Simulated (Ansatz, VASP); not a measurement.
Ni3O4 in VASP and in Ansatz

INCAR

```
PREC = Accurate
ENCUT = 520
EDIFF = 1E-6
ISMEAR = 0
SIGMA = 0.15
LREAL = F
LASPH = T
NELM = 60
ALGO = Normal
ISIF = 2
LWAVE = F
LCHARG = F
GGA = PS
NBANDS = 36
```

Contents of KPOINTS:

```
regular mesh
0
Gamma
  8 8 14
```

The input POSCAR:

```
Ni3O4
1.0
    2.9242323582     -3.9238236797      0.0000000000
    2.9242323582      3.9238236797      0.0000000000
    0.0000000000      0.0000000000      2.7618466579
Ni O
3 4
Direct
    0.5000000000      0.0000000000      0.5000000000
    0.0000000000      0.5000000000      0.5000000000
    0.0000000000      0.0000000000      0.0000000000
    0.7878888826      0.7878888826      0.5000000000
    0.2121111174      0.2121111174      0.5000000000
    0.2371644473      0.7628355527      0.0000000000
    0.7628355527      0.2371644473      0.0000000000
```

Input for Ansatz:

```yaml
crystal:
  lattice:
    - [2.9242323582, -3.9238236797, 0.0]
    - [2.9242323582, 3.9238236797, 0.0]
    - [0.0, 0.0, 2.7618466579]
  atoms:
    - { symbol: Ni, position: [0.5, 0.0, 0.5] }
    - { symbol: Ni, position: [0.0, 0.5, 0.5] }
    - { symbol: Ni, position: [0.0, 0.0, 0.0] }
    - { symbol: O, position: [0.7878888826, 0.7878888826, 0.5] }
    - { symbol: O, position: [0.2121111174, 0.2121111174, 0.5] }
    - { symbol: O, position: [0.2371644473, 0.7628355527, 0.0] }
    - { symbol: O, position: [0.7628355527, 0.2371644473, 0.0] }
basis:
  ecutwfc: 420
kpoints:
  mp_grid: { grid: [8, 8, 14] }
hamiltonian:
  xc: pbesol
scf:
  occupations: { method: gaussian, width: 0.15 }
output:
  forces: true
  stress: true
  eigenvalues: true
```

Change from the starting cell: strain +0.000 along x and y, -0.030 along z, atoms carried along.

Alike in both runs: task single point; functional PBEsol; k mesh 8 × 8 × 14; occupations gaussian, width 0.15 eV; no spin polarisation.

|  | VASP | Ansatz |
| --- | --- | --- |
| version | VASP 6.6.1 | Ansatz 0.2.0 |
| potentials or method | VASP PAW PBE potentials, release 64 (Ni, O), cutoff 520 eV | scalar-relativistic, plane waves, PAW |
| valence electrons in the cell | 54 | 78 |

Ansatz gave:

* gap on the k mesh at the Fermi level (eV): none
* pressure (GPa): 7.5
* traceless stress, the component that is largest in VASP (GPa): 3.51
* rms of the force components (eV/Å): 0.123

Question: Which values does VASP return?

Answer: gap on the k mesh at the Fermi level (eV): none; pressure (GPa): 8.0; traceless stress, the component that is largest in VASP (GPa): 3.56; rms of the force components (eV/Å): 0.144.

VASP's potentials were made for PBE, not for PBEsol. Atom by atom the forces differ by 0.023 eV/Å (rms over components). A gap of «none» marks a metal or a gap that the smearing closes. VASP's potentials hold 54 valence electrons a cell and Ansatz's 78, so a difference there can come from the potentials and not from the codes.
